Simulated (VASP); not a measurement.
A run of VASP 6.6.1:

The input INCAR:

```
PREC = Accurate
ENCUT = 520
EDIFF = 1E-7
ISMEAR = 1
SIGMA = 0.144
LREAL = F
LASPH = T
NELM = 100
ALGO = Normal
ISIF = 2
LWAVE = F
LCHARG = T
GGA = PS
LELF = T
LVHAR = T
NBANDS = 35
```

KPOINTS

```
regular mesh
0
Gamma
  12 12 4
```

The input POSCAR:

```
MoS2
1.0
    2.8937914700      0.0000000000      0.0000000000
   -1.4468957350      2.5060969262      0.0000000000
    0.0000000000      0.0000000000     13.3930456812
Mo S
2 4
Direct
    0.3333333333      0.6666666667      0.2500000000
    0.6666666667      0.3333333333      0.7500000000
    0.3333333333      0.6666666667      0.6259932117
    0.6666666667      0.3333333333      0.1259932117
    0.3333333333      0.6666666667      0.8740067883
    0.6666666667      0.3333333333      0.3740067883
```

Potentials or basis: VASP PAW PBE potentials, release 64 (Mo_sv, S).

Run with:

```console
$ cat potpaw_PBE.64/Mo_sv/POTCAR potpaw_PBE.64/S/POTCAR > POTCAR
$ mpirun -np 1 vasp_std > vasp.out
```

Hardware: 1 thread of AMD EPYC 9R45 96-Core Processor (Zen 5), with other jobs on the host.

Q: Estimate the wall time of this run.

A: It took 2.4 min on 1 thread of AMD EPYC 9R45 96-Core Processor (Zen 5), with other jobs on the host, peak memory 0.28 GiB. Counts: scf iterations 17, k points 57.
